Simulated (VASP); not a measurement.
Set up this calculation in VASP 6.6.1, as the native input.

| Quantity | Value |
| --- | --- |
| Task | single point |
| Functional | PBE |
| Potentials or basis | VASP PAW PBE potentials, release 64 (Co, O) |
| Cutoff | 520 eV |
| k mesh | 12 × 12 × 12 |
| Occupations | gaussian, width 0.02 eV |
| Spin | no spin polarisation |
| Hubbard terms | Co d U = 3.32 eV |
| Dipole correction | no |
| Further INCAR settings | ALGO = Normal; EDIFF = 1e-07; NBANDS = 14 |

The structure of CoO lies in POSCAR:

```
CoO
1.0
    1.5252806262      0.8806211801      2.4720348897
   -1.5252806262      0.8806211801      2.4720348897
    0.0000000000     -1.7612423603      2.4720348897
Co O
1 1
Direct
    0.0000000000      0.0000000000      0.0000000000
    0.5000000000      0.5000000000      0.5000000000
```

These files were run (other wordings do the same):

INCAR

```
SYSTEM = CoO
ALGO     = Normal         ! electronic algorithm
EDIFF    = 1E-7           ! SCF threshold, eV
ENCUT    = 520            ! plane-wave cutoff, eV
GGA      = PE             ! functional
ISIF     = 2              ! what is computed and relaxed
ISMEAR   = 0              ! smearing method
LASPH    = .True.         ! aspherical terms in the spheres
LCHARG   = .True.         ! write CHGCAR
LDAU     = .True.         ! DFT+U
LDAUJ    = 0 0          
LDAUL    = 2 -1           ! shell
LDAUPRINT= 1            
LDAUTYPE = 2            
LDAUU    = 3.32 0         ! U, eV
LELF     = .True.         ! ELF
LMAXMIX  = 4              ! l up to which the mixer works
LREAL    = .False.        ! projectors in reciprocal space
LVHAR    = .True.       
LWAVE    = .False.        ! write WAVECAR
NBANDS   = 14             ! bands
NELM     = 150            ! most SCF steps
PREC     = Accurate       ! precision mode
SIGMA    = 0.02           ! smearing width, eV
```

KPOINTS

```
k-points
0
Gamma
  12 12 12
  0 0 0
```

Potentials or basis: VASP PAW PBE potentials, release 64 (Co, O).

The run is started by

```sh
$ cat potpaw_PBE.64/Co/POTCAR potpaw_PBE.64/O/POTCAR > POTCAR
$ mpirun -np 1 vasp_std > vasp.out
```

Results of the run:

```json
{
 "Pressure": "-23.3 GPa",
 "Band gap on the k mesh": "zero (an odd number of electrons rules out a gap without spin polarisation)"
}
```

Caveat: the cell stands under tension; an odd number of electrons without spin polarisation forces a metal; a magnetic or distorted state may lie lower; the run has no spin polarisation, though such a crystal can be magnetic; U without spin polarisation on a metal has little footing.

It took 110 s on 1 thread of Intel Xeon 8259CL, with other jobs on the host, peak memory 0.18 GiB.
